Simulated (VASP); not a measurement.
Here is a VASP 6.6.1 calculation.

INCAR

```
SYSTEM = Pt
ALGO = Normal
EDIFF = 1E-6
ENCUT = 520
GGA = PE
ISIF = 2
ISMEAR = -1
ISPIN = 2
LASPH = .True.
LCHARG = .False.
LMAXMIX = 4
LORBIT = 11
LREAL = .False.
LWAVE = .False.
MAGMOM = 1 1 1
NBANDS = 26
NELM = 150
PREC = Accurate
SIGMA = 0.05
```

KPOINTS

```
k-points
0
Gamma
  11 11 15
  0 0 0
```

Contents of POSCAR:

```
Pt
1.0
    4.5953422681      0.0000000000      0.0000000000
   -2.2976711341      3.9796831433      0.0000000000
    0.0000000000      0.0000000000      2.7342981209
Pt
3
Direct
    1.0000000000      0.0000000000      1.0000000000
    0.3333333333      0.6666666667      0.5000000000
    0.6666666667      0.3333333333      0.5000000000
```

Potentials or basis: VASP PAW PBE potentials, release 64 (Pt).

Launch:

```sh
$ cat potpaw_PBE.64/Pt/POTCAR > POTCAR
$ mpirun -np 1 vasp_std > vasp.out
```

Task: Estimate the pressure.

Result: -8.8 GPa.

Task: Predict the net moment.

Result: 0.00 μB per cell.

Task: What does it give for the band gap on the k mesh?

Result: Zero (filled and empty bands overlap).

Caveat: the cell stands under tension; spin-orbit coupling is left out, which moves the levels of the heavy elements.
